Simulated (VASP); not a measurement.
## Sc: relaxation of volume and atoms at fixed shape with LDA

Crystal: Sc.

```xyz
4
Lattice="4.6400 0.0000 0.0000 0.0000 4.6400 0.0000 0.0000 0.0000 4.6400" Properties=species:S:1:pos:R:3 pbc="T T T"
Sc    0.0000    0.0000    0.0000
Sc    0.0000    2.3200    2.3200
Sc    2.3200    0.0000    2.3200
Sc    2.3200    2.3200    0.0000
```

```
Program                : VASP 6.6.1
Task                   : relaxation of volume and atoms at fixed shape
Functional             : LDA
Potentials or basis    : VASP PAW LDA potentials, release 64 (Sc_sv)
Cutoff                 : 600 eV
k mesh                 : 5 × 5 × 5
Occupations            : fermi-dirac, width 0.05 eV
Spin                   : no spin polarisation
Dipole correction      : no
Further INCAR settings : ALGO = Normal; EDIFF = 1e-06; IBRION = 2; EDIFFG = -0.01; NSW = 80; ISIF = 8
```

The relaxed volume is 22.42 Å³/atom, the relaxed cell is a = 4.476 Å, b = 4.476 Å, c = 4.476 Å, α = 90.00°, β = 90.00°, γ = 90.00° and the space group after relaxing (to 0.05 Å) is Fm-3m (No. 225). The energy gained by relaxing is 44.6 meV/atom and the ionic steps are 3. The pressure after relaxing is 0.0 GPa. The band gap on the k mesh is zero (band 22 reaches 4.37 eV, above the bottom of band 23 at 3.30 eV).

The path:
```
step  energy change (eV)  largest force (eV/Å)  pressure (GPa)  volume (Å³)
   1              0.0000                0.0000           -5.20        99.90
   2             -0.1761                0.0000            0.70        88.62
   3             -0.1785                0.0000            0.03        89.67
```

Final structure:
```cif
data_structure
_symmetry_space_group_name_H-M 'P 1'
_symmetry_Int_Tables_number 1
_cell_length_a 4.4759
_cell_length_b 4.4759
_cell_length_c 4.4759
_cell_angle_alpha 90.000
_cell_angle_beta 90.000
_cell_angle_gamma 90.000
_cell_volume 89.67
loop_
_atom_site_label
_atom_site_type_symbol
_atom_site_fract_x
_atom_site_fract_y
_atom_site_fract_z
_atom_site_occupancy
Sc1 Sc 0.00000 0.00000 0.00000 1
Sc2 Sc 0.00000 0.50000 0.50000 1
Sc3 Sc 0.50000 0.00000 0.50000 1
Sc4 Sc 0.50000 0.50000 0.00000 1
```

Levels at points of the mesh, in eV from the Fermi level:
| k point | band 20 | band 21 | band 22 | band 23 | band 24 | band 25 | band 26 |
| --- | --- | --- | --- | --- | --- | --- | --- |
| (0.00, 0.00, 0.00) | -1.74 | -0.81 | -0.81 | -0.81 | 1.65 | 1.65 | 1.65 |

Wall time 2.4 min on 1 thread of AMD EPYC 7R13, on a shared host, peak memory 0.18 GiB.
